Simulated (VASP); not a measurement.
Here is a VASP 6.6.1 calculation.

Contents of INCAR:

```
SYSTEM = HPt6
PREC = Accurate
ENCUT = 520
EDIFF = 1E-7
ISMEAR = 0
SIGMA = 0.1
LREAL = .FALSE.
LASPH = .TRUE.
NELM = 80
ALGO = Normal
ISIF = 2
LWAVE = .FALSE.
LCHARG = .TRUE.
LDIPOL = .TRUE.
IDIPOL = 3
DIPOL = 0.5 0.5 0.287
GGA = PE
LELF = .TRUE.
LVHAR = .TRUE.
LVACPOTAV = .TRUE.
NBANDS = 74
```

The input KPOINTS:

```
Automatic mesh
0
G
  5 5 1
  0 0 0
```

POSCAR

```
HPt6
1.0
    5.6143281343      0.0000000000      0.0000000000
    0.0000000000      5.6143281343      0.0000000000
    0.0000000000      0.0000000000     21.8513792319
Pt H
12 2
Direct
    0.2500000000      0.2500000000      0.1830548066
    0.2500000000      0.7500000000      0.1830548066
    0.7500000000      0.2500000000      0.1830548066
    0.7500000000      0.7500000000      0.1830548066
    0.0000000000      0.0000000000      0.2712126041
    0.0000000000      0.5000000000      0.2712126041
    0.5000000000      0.0000000000      0.2712126041
    0.5000000000      0.5000000000      0.2712126041
    0.2500000000      0.2500000000      0.3593081768
    0.2500000000      0.7500000000      0.3593081768
    0.7500000000      0.2500000000      0.3593081768
    0.7500000000      0.7500000000      0.3593081768
   -0.0818441653      0.0000000000      0.3799018425
    0.0818441653      0.0000000000      0.3799018425
```

Potentials or basis: VASP PAW PBE potentials, release 64 (Pt, H).

Launch:

```sh
$ cat potpaw_PBE.64/Pt/POTCAR potpaw_PBE.64/H/POTCAR > POTCAR
$ mpirun -np 1 vasp_std > vasp.out
```

Problem. Predict the largest force.

Solution. 2.782 eV/Å.

Problem. Predict the band gap on the k mesh.

Solution. Zero (bands 61 and 62 overlap by 0.15 eV).

Forces on the atoms (eV/Å):
```
Pt  -0.017  0.013 -0.034
Pt  -0.017 -0.013 -0.034
Pt   0.017  0.013 -0.034
Pt   0.017 -0.013 -0.034
Pt   0.000  0.000 -1.433
Pt   0.000  0.000 -0.459
Pt   0.000  0.000 -0.522
Pt   0.000  0.000  0.123
Pt   0.623  0.877  0.123
Pt   0.623 -0.877  0.123
Pt  -0.623  0.877  0.123
Pt  -0.623 -0.877  0.123
H   -2.607  0.000  0.969
H    2.607  0.000  0.969
```

Caveat: spin-orbit coupling is left out, which moves the levels of the heavy elements.
